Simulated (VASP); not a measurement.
Input of a VASP 6.6.1 run:

INCAR

```
PREC = Accurate
ENCUT = 520
EDIFF = 1E-7
ISMEAR = -1
SIGMA = 0.1
LREAL = False
LASPH = True
NELM = 80
ALGO = Normal
ISIF = 2
LWAVE = False
LCHARG = False
NBANDS = 24
```

The input KPOINTS:

```
regular mesh
0
Gamma
  9 9 13
```

File POSCAR:

```
Ta
1.0
    4.5671781912      0.0000000000      0.0000000000
   -2.2835890956      3.9552923372      0.0000000000
    0.0000000000      0.0000000000      2.5623173937
Ta
3
Direct
    1.0000000000      1.0000000000      0.0000000000
    0.3333333333      0.6666666667      0.5000000000
    0.6666666667      0.3333333333      0.5000000000
```

Potentials or basis: VASP PAW LDA potentials, release 64 (Ta_pv).

Command:

```console
$ cat potpaw_LDA.64/Ta_pv/POTCAR > POTCAR
$ mpirun -np 1 vasp_std > vasp.out
```

Task: What does it give for the pressure?

Result: 35.3 GPa.

Task: Predict the band gap on the k mesh.

Result: Zero (an odd number of electrons rules out a gap without spin polarisation).

Stress tensor (GPa, compression positive):
```
34.25  0.00  0.00
 0.00 34.25  0.00
 0.00  0.00 37.33
```

Caveat: the cell stands under pressure; spin-orbit coupling is left out, which moves the levels of the heavy elements.
